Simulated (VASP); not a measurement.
# W (C2/m) in VASP: further runs

Runs on W. Level: LDA. Tasks: single point.

Program: VASP 6.6.1. These are calculated values, not measurements. Logs are shortened: lines on timing, memory, paths and dates and some standing lists are left out, and cuts for length are marked.

## (1) The cell of the first run

It takes space group C2/m (No. 12, monoclinic). Conventional cell: a = 3.973 Å, b = 3.973 Å, c = 3.973 Å, α = 90.00°, β = 90.00°, γ = 90.00°. W (site symmetry m) has 12 W at 2.66 to 2.96 Å within 3.5 Å.

## (2) Single point, LDA (atoms displaced along a vibrational mode)

The input, INCAR:

```
SYSTEM = W
ALGO     = Normal         ! electronic algorithm
EDIFF    = 1E-6           ! SCF threshold, eV
ENCUT    = 500            ! plane-wave cutoff, eV
GGA      = CA             ! functional
GGA_COMPAT= .False.      
ISIF     = 2              ! what is computed and relaxed
ISMEAR   = 0              ! smearing method
LASPH    = .True.         ! aspherical terms in the spheres
LCHARG   = .False.        ! write CHGCAR
LREAL    = .False.        ! projectors in reciprocal space
LWAVE    = .False.        ! write WAVECAR
NBANDS   = 21             ! bands
NELM     = 120            ! most SCF steps
PREC     = Accurate       ! precision mode
SIGMA    = 0.15           ! smearing width, eV
```

The input, KPOINTS:

```
k-points
0
Gamma
  16 16 12
  0 0 0
```

The input, POSCAR:

```
W
1.0
    0.0000000000     -1.9864787844     -1.9864787844
    0.0000000000      1.9864787844     -1.9864787844
    3.9729575688      0.0000000000      0.0000000000
W
2
Direct
    0.5203374938      0.4796625062      0.4931537150
   -0.0203374938      0.0203374938      0.0068462850
```

Potentials or basis: VASP PAW LDA potentials, release 64 (W_sv).

Launch:

```console
$ cat potpaw_LDA.64/W_sv/POTCAR > POTCAR
$ mpirun -np 1 vasp_std > vasp.out
```

OUTCAR:

```text
SYSTEM = W
   EDIFF = 1E-6
   ENCUT = 500
   GGA = CA
   ISIF = 2
   ISMEAR = 0
   LASPH = .True.
   LREAL = .False.
   NELM = 120
   PREC = Accurate

 ion  position               nearest neighbor table
   1  0.520  0.480  0.493-   2 2.66   2 2.74   2 2.78   2 2.78   2 2.85   2 2.85   2 2.89   2 2.96

   2  0.980  0.020  0.007-   1 2.66   1 2.74   1 2.78   1 2.78   1 2.85   1 2.85   1 2.89   1 2.96

  LATTYP: Found a simple tetragonal cell.
 ALAT       =     2.8093052383
 C/A-ratio  =     1.4142135624

  Lattice vectors:

 A1 = (   0.0000000000,  -1.9864787844,  -1.9864787844)
 A2 = (   0.0000000000,   1.9864787844,  -1.9864787844)
 A3 = (   3.9729575688,   0.0000000000,   0.0000000000)

Analysis of symmetry for initial positions (statically):
=====================================================================
 Subroutine PRICEL returns:
 Original cell was already a primitive cell.

 Routine SETGRP: Setting up the symmetry group for a
 simple tetragonal supercell.

 Subroutine GETGRP returns: Found  4 space group operations
 (whereof  2 operations were pure point group operations)
 out of a pool of 16 trial point group operations.

The static configuration has the point symmetry C_1h.
 The point group associated with its full space group is C_2h.

Analysis of symmetry for dynamics (positions and initial velocities):
=====================================================================
 Subroutine PRICEL returns:
 Original cell was already a primitive cell.

 Routine SETGRP: Setting up the symmetry group for a
 simple tetragonal supercell.

 Subroutine GETGRP returns: Found  4 space group operations
 (whereof  2 operations were pure point group operations)
 out of a pool of 16 trial point group operations.

The dynamic configuration has the point symmetry C_1h.
 The point group associated with its full space group is C_2h.

 Subroutine INISYM returns: Found  4 space group operations
 (whereof  2 operations are pure point group operations),
 and found     1 'primitive' translations

----------------------------------------------------------------------------------------

                                     Primitive cell

  volume of cell :      31.3554

  direct lattice vectors                    reciprocal lattice vectors
     0.000000000 -1.986478784 -1.986478784     0.000000000 -0.251701656 -0.251701656
     0.000000000  1.986478784 -1.986478784     0.000000000  0.251701656 -0.251701656
[... 82 lines left out ...]
   LASPH  =      T    aspherical Exc in radial PAW
   ENCUT  =  500.0 eV  36.75 Ry    6.06 a.u.   5.12  5.12  7.24*2*pi/ulx,y,z
   NELM   =    120;   NELMIN=  2; NELMDL= -5     # of ELM steps
   EDIFF  = 0.1E-05   stopping-criterion for ELM
   LREAL  =      F    real-space projection
   EDIFFG = 0.1E-04   stopping-criterion for IOM
   NSW    =      0    number of steps for IOM
   IBRION =     -1    ionic relax: 0-MD 1-quasi-New 2-CG
   NFREE  =      0    steps in history (QN), initial steepest desc. (CG)
   ISIF   =      2    stress and relaxation
   ISYM   =      2    0-nonsym 1-usesym 2-fastsym
   POTIM  = 0.5000    time-step for ionic-motion
   TEBEG  =    0.0;   TEEND  =   0.0 temperature during run
   PSTRESS=    0.0 pullay stress
   NELECT =      28.0000    total number of electrons
   NUPDOWN=      -1.0000    fix difference up-down
   EMIN   =  10.00;   EMAX   =-10.00  energy-range for DOS
   EFERMI =   0.00;   METHOD = LEGACY
   ISMEAR =     0;   SIGMA  =   0.15  broadening in eV -4-tet -1-fermi 0-gaus
   EFERMI_NEDOS =   21; number of points for ismear=-14 and -15
   IALGO  =     38    algorithm
   IMIX   =      4    mixing-type and parameters
     AMIX     =   0.40;   BMIX     =  1.00
     AMIX_MAG =   1.60;   BMIX_MAG =  1.00
  volume/ion in A,a.u.               =      15.68       105.80
  Fermi-wavevector in a.u.,A,eV,Ry     =   1.576486  2.979127 33.814690  2.485310
  Thomas-Fermi vector in A             =   2.677312
   LORBIT       =      0    0 simple, 1 ext, 2 COOP (PROOUT), +10 PAW based schemes
   GGA     = CA    functional components
   LHFCALC =     F    Hartree Fock is set to
   AEXX    =    0.0000 exact exchange contribution
   IVDW    =     0    specifies the selected vdW correction
   LEPSILON=     F    determine dielectric tensor
   LRPA    =     F    only Hartree local field effects (RPA)
 non-spin polarized calculation
 Gauss-broadening in eV      SIGMA  =   0.15
  energy-cutoff  :      500.00
  volume of cell :       31.36
 maximum number of plane-waves:       830
   NGX = 11   NGY = 11   NGZ = 15

 number of electron      28.0000000 magnetization

 Free energy of the ion-electron system (eV)
  ---------------------------------------------------
  ext. energy  EPLUGINS =         0.00000000
  ---------------------------------------------------
  free energy    TOTEN  =       -27.16334766 eV

  energy without entropy =      -27.13832009  energy(sigma->0) =      -27.15083388

 E-fermi :  11.0124     XC(G=0): -13.8707

 val. band max:       11.0102498498   @ k =   0.1250   0.1250   0.0833
 cond. band min:      11.0125193819   @ k =  -0.0625   0.2500   0.4167
 fundamental gap:      0.0022695321
 Fermi energy:        11.0124004952

 k-point     1 :       0.0000    0.0000    0.0000
  band No.  band energies     occupation
      1     -62.1269      2.00000
      2     -61.9354      2.00000
      3     -27.2374      2.00000
      4     -26.4409      2.00000
      5     -26.4281      2.00000
      6     -25.9552      2.00000
[... 565 lines left out ...]
     20      18.4838      0.00000
     21      23.5400      0.00000

 [... further k-points ...]

------------------------ aborting loop because EDIFF is reached ----------------------------------------

  FORCE on cell =-STRESS in cart. coord.  units (eV):
  Direction    XX          YY          ZZ          XY          YZ          ZX
  --------------------------------------------------------------------------------------
  -------------------------------------------------------------------------------------
  Total        0.7883977      0.3293118      1.0230515     -0.3573144      0.0000000      0.0000000
  in kB       40.2850718     16.8269788     52.2752711    -18.2578351      0.0000000      0.0000000
  external PRESSURE =      36.4624405 kB  Pullay stress =       0.0000000 kB

 VOLUME and BASIS-vectors are now :
 -----------------------------------------------------------------------------
  energy-cutoff  :      500.00
  volume of cell :       31.36
      direct lattice vectors                 reciprocal lattice vectors
     0.000000000 -1.986478784 -1.986478784     0.000000000 -0.251701656 -0.251701656
     0.000000000  1.986478784 -1.986478784     0.000000000  0.251701656 -0.251701656
     3.972957569  0.000000000  0.000000000     0.251701656  0.000000000  0.000000000

 POSITION                                       TOTAL-FORCE (eV/Angst)
 -----------------------------------------------------------------------------------
      1.95928     -0.08080     -1.98648         0.822614      0.588470      0.000000
      0.02720     -1.90568     -1.98648        -0.822614     -0.588470      0.000000
 -----------------------------------------------------------------------------------
    total drift:                                0.000000     -0.000000     -0.000000

  FREE ENERGIE OF THE ION-ELECTRON SYSTEM (eV)
  ---------------------------------------------------
  free  energy   TOTEN  =       -27.1633476586 eV

  energy  without entropy=      -27.1383200917  energy(sigma->0) =      -27.15083388
```

stdout:

```text
POSCAR found type information on POSCAR W
 POSCAR found :  1 types and       2 ions
 scaLAPACK will be used
 LDA part: xc-table for (Slater(with rela. corr.)+CA(PZ))
 , standard interpolation
 POSCAR, INCAR and KPOINTS ok, starting setup
 FFT: planning ... GRIDC
 FFT: planning ... GRID_SOFT
 FFT: planning ... GRID
 WAVECAR not read
 entering main loop
```

It took 2.7 min on 1 thread of Intel Xeon Platinum 8488C (Sapphire Rapids), shared host; peak memory 0.46 GiB.

Results:

```yaml
Free_energy: -27.1633 eV
Pressure: 3.6 GPa
Largest_force: 1.011 eV/Å
Band_gap_on_the_k_mesh: zero (bands 14 and 15 overlap by 3.91 eV)
```

Forces on the atoms (eV/Å):
```
W    0.823  0.588  0.000
W   -0.823 -0.588  0.000
```

Caveat: the cell differs from its parent crystal (atoms displaced along a vibrational mode); the cell stands under pressure; spin-orbit coupling is left out, which moves the levels of the heavy elements; forces of over 1 eV/Å act on the atoms, so gaps and moduli don't describe the material at rest.

## (3) Single point, LDA (atoms displaced along a vibrational mode)

The input, INCAR:

```
  PREC = Accurate
  ENCUT = 500
  EDIFF = 1E-6
  ISMEAR = 0
  SIGMA = 0.15
  LREAL = F
  LASPH = T
  NELM = 120
  ALGO = Normal
  ISIF = 2
  LWAVE = F
  LCHARG = F
  NBANDS = 21
  GGA_COMPAT = F
```

The input, KPOINTS:

```
Automatic mesh
0
Gamma
  16 16 12
```

The input, POSCAR:

```
W
1.0
    0.0000000000     -1.9864787844     -1.9864787844
    0.0000000000      1.9864787844     -1.9864787844
    3.9729575688      0.0000000000      0.0000000000
W
2
Direct
    0.5305062407      0.4694937593      0.4897305724
   -0.0305062407      0.0305062407      0.0102694276
```

Potentials or basis: VASP PAW LDA potentials, release 64 (W_sv).

Launch:

```console
$ cat potpaw_LDA.64/W_sv/POTCAR > POTCAR
$ mpirun -np 1 vasp_std > vasp.out
```

OUTCAR:

```text
PREC = Accurate
   ENCUT = 500
   EDIFF = 1E-6
   ISMEAR = 0
   LREAL = F
   LASPH = T
   NELM = 120
   ISIF = 2

 ion  position               nearest neighbor table
   1  0.531  0.469  0.490-   2 2.58   2 2.71   2 2.76   2 2.76   2 2.88   2 2.88   2 2.93   2 3.04

   2  0.969  0.031  0.010-   1 2.58   1 2.71   1 2.76   1 2.76   1 2.88   1 2.88   1 2.93   1 3.04

  LATTYP: Found a simple tetragonal cell.
 ALAT       =     2.8093052383
 C/A-ratio  =     1.4142135624

  Lattice vectors:

 A1 = (   0.0000000000,  -1.9864787844,  -1.9864787844)
 A2 = (   0.0000000000,   1.9864787844,  -1.9864787844)
 A3 = (   3.9729575688,   0.0000000000,   0.0000000000)

Analysis of symmetry for initial positions (statically):
=====================================================================
 Subroutine PRICEL returns:
 Original cell was already a primitive cell.

 Routine SETGRP: Setting up the symmetry group for a
[... 164 lines left out ...]
  ext. energy  EPLUGINS =         0.00000000
  ---------------------------------------------------
  free energy    TOTEN  =       -27.07819034 eV

  energy without entropy =      -27.05421268  energy(sigma->0) =      -27.06620151

 E-fermi :  11.0352     XC(G=0): -13.8597

 val. band max:       11.0347852037   @ k =   0.0000   0.1250   0.2500
 cond. band min:      11.0357571130   @ k =   0.5000   0.0000   0.2500
 fundamental gap:      0.0009719093
 Fermi energy:        11.0351926385

 k-point     1 :       0.0000    0.0000    0.0000
  band No.  band energies     occupation
      1     -62.1120      2.00000
      2     -61.9044      2.00000
      3     -27.2583      2.00000
      4     -26.4387      2.00000
      5     -26.4081      2.00000
      6     -25.9582      2.00000
[... 565 lines left out ...]
     20      18.6979      0.00000
     21      23.1324      0.00000

 [... further k-points ...]

------------------------ aborting loop because EDIFF is reached ----------------------------------------

  FORCE on cell =-STRESS in cart. coord.  units (eV):
  Direction    XX          YY          ZZ          XY          YZ          ZX
  --------------------------------------------------------------------------------------
  -------------------------------------------------------------------------------------
  Total        1.3532795      0.5026472      1.7551890     -0.6366927      0.0000000      0.0000000
  in kB       69.1490655     25.6839628     89.6855911    -32.5333405      0.0000000      0.0000000
  external PRESSURE =      61.5062065 kB  Pullay stress =       0.0000000 kB

 VOLUME and BASIS-vectors are now :
 -----------------------------------------------------------------------------
  energy-cutoff  :      500.00
  volume of cell :       31.36
      direct lattice vectors                 reciprocal lattice vectors
     0.000000000 -1.986478784 -1.986478784     0.000000000 -0.251701656 -0.251701656
     0.000000000  1.986478784 -1.986478784     0.000000000  0.251701656 -0.251701656
     3.972957569  0.000000000  0.000000000     0.251701656  0.000000000  0.000000000

 POSITION                                       TOTAL-FORCE (eV/Angst)
 -----------------------------------------------------------------------------------
      1.94568     -0.12120     -1.98648         1.106144      0.870253      0.000000
      0.04080     -1.86528     -1.98648        -1.106144     -0.870253      0.000000
 -----------------------------------------------------------------------------------
    total drift:                                0.000000     -0.000000      0.000000

  FREE ENERGIE OF THE ION-ELECTRON SYSTEM (eV)
  ---------------------------------------------------
  free  energy   TOTEN  =       -27.0781903441 eV

  energy  without entropy=      -27.0542126772  energy(sigma->0) =      -27.06620151
```

OSZICAR:

```text
N       E                     dE             d eps       ncg     rms          rms(c)
DAV:   1     0.264649525464E+03    0.26465E+03   -0.15446E+04 34804   0.151E+03
DAV:   2    -0.194732140290E+02   -0.28412E+03   -0.27667E+03 37456   0.453E+02
DAV:   3    -0.282046961797E+02   -0.87315E+01   -0.85604E+01 39567   0.786E+01
DAV:   4    -0.282873898549E+02   -0.82694E-01   -0.82586E-01 37607   0.806E+00
DAV:   5    -0.282881928016E+02   -0.80295E-03   -0.80293E-03 39525   0.826E-01    0.300E+01
DAV:   6    -0.273355639315E+02    0.95263E+00   -0.10962E+00 37776   0.979E+00    0.123E+01
DAV:   7    -0.270877276894E+02    0.24784E+00   -0.57414E-01 38888   0.641E+00    0.571E-01
DAV:   8    -0.270783385928E+02    0.93891E-02   -0.14647E-02 36472   0.132E+00    0.977E-02
DAV:   9    -0.270781815174E+02    0.15708E-03   -0.30179E-04 40519   0.154E-01    0.497E-02
DAV:  10    -0.270781894818E+02   -0.79643E-05   -0.24067E-05 39612   0.421E-02    0.957E-03
DAV:  11    -0.270781903441E+02   -0.86234E-06   -0.22082E-06 31677   0.147E-02
   1 F= -.27078190E+02 E0= -.27066202E+02  d E =-.239777E-01
```

Wall time 2.7 min (1 thread of Intel Xeon 6975P-C (Granite Rapids), shared host); peak memory 0.46 GiB.

Results:

* Free energy: -27.0782 eV
* Pressure: 6.2 GPa
* Largest force: 1.407 eV/Å
* Band gap on the k mesh: zero (bands 14 and 15 overlap by 3.92 eV)

Forces on the atoms (eV/Å):
```
W    1.106  0.870  0.000
W   -1.106 -0.870  0.000
```

Stress tensor (GPa, compression positive):
```
 6.91 -3.25  0.00
-3.25  2.57  0.00
 0.00  0.00  8.97
```

Caveat: the cell differs from its parent crystal (atoms displaced along a vibrational mode); the cell stands under pressure; spin-orbit coupling is left out, which moves the levels of the heavy elements; forces of over 1 eV/Å act on the atoms, so gaps and moduli don't describe the material at rest.

## (4) Single point, LDA (atoms displaced along a vibrational mode)

The input, INCAR:

```
SYSTEM = W
PREC     = Accurate       ! precision mode
ENCUT    = 500            ! plane-wave cutoff, eV
EDIFF    = 1E-6           ! SCF threshold, eV
ISMEAR   = 0              ! smearing method
SIGMA    = 0.15           ! smearing width, eV
LREAL    = .False.        ! projectors in reciprocal space
LASPH    = .True.         ! aspherical terms in the spheres
NELM     = 120            ! most SCF steps
ALGO     = Normal         ! electronic algorithm
ISIF     = 2              ! what is computed and relaxed
LWAVE    = .False.        ! write WAVECAR
LCHARG   = .True.         ! write CHGCAR
GGA      = CA             ! functional
LELF     = .True.         ! ELF
LVHAR    = .True.       
NBANDS   = 21             ! bands
GGA_COMPAT= .False.
```

The input, KPOINTS:

```
regular mesh
0
Gamma
  16 16 12
  0 0 0
```

The input, POSCAR:

```
W
1.0
    0.0000000000     -1.9864787844     -1.9864787844
    0.0000000000      1.9864787844     -1.9864787844
    3.9729575688      0.0000000000      0.0000000000
W
2
Direct
    0.5305062407      0.4694937593      0.4863074299
   -0.0305062407      0.0305062407      0.0136925701
```

Launch:

```console
$ cat potpaw_LDA.64/W_sv/POTCAR > POTCAR
$ mpirun -np 1 vasp_std > vasp.out
```

It took 4.7 min on 1 thread of Intel Xeon Platinum 8259CL at 2.50GHz (Skylake/Cascade Lake), shared host; peak memory 0.46 GiB.

The run converged. Its results:

```yaml
Free_energy: -27.0436 eV
Pressure: 6.9 GPa
Largest_force: 1.663 eV/Å
Band_gap_on_the_k_mesh: zero (bands 14 and 15 overlap by 3.96 eV)
```

Forces on the atoms (eV/Å):
```
W    1.435  0.840  0.000
W   -1.435 -0.840  0.000
```

Stress tensor (GPa, compression positive):
```
 6.04 -4.02  0.00
-4.02  4.28  0.00
 0.00  0.00 10.44
```

Levels at points of the mesh, in eV from the Fermi level:
```tsv
k point	band 12	band 13	band 14	band 15	band 16	band 17
(0.00, 0.00, 0.00)	-0.97	-0.74	-0.41	2.12	2.76	3.85
(0.50, 0.00, 0.00)	-2.35	-2.05	-1.25	0.69	0.94	1.95
(0.50, 0.50, 0.00)	-4.69	2.75	3.44	5.06	5.48	5.95
(0.00, 0.00, 0.50)	-3.00	-1.04	0.14	1.66	1.68	2.05
(0.50, 0.00, 0.50)	-1.20	-0.81	-0.67	0.94	0.99	4.83
(0.50, 0.50, 0.50)	-2.29	-1.84	-1.74	1.55	1.63	6.05
```

Caveat: the cell differs from its parent crystal (atoms displaced along a vibrational mode); the cell stands under pressure; spin-orbit coupling is left out, which moves the levels of the heavy elements; forces of over 1 eV/Å act on the atoms, so gaps and moduli don't describe the material at rest.

## (5) Summary

```tsv
cell	gap on the mesh (eV)	pressure (GPa)	largest force (eV/Å)
as given, atomic positions A	none	3.6	1.01
as given, atomic positions B	none	6.2	1.41
as given, atomic positions C	none	6.9	1.66
```

Alike in all rows: task single point; level LDA; potentials or basis VASP PAW LDA potentials, release 64 (W_sv); no spin polarisation; k mesh 16 × 16 × 12; cutoff (eV) 500; smearing gaussian 0.15 eV.

Caveats: the cell stands under pressure; spin-orbit coupling is left out, which moves the levels of the heavy elements; forces of over 1 eV/Å act on the atoms, so gaps and moduli don't describe the material at rest.

Absolute energies hang on the potentials; compare differences alone.
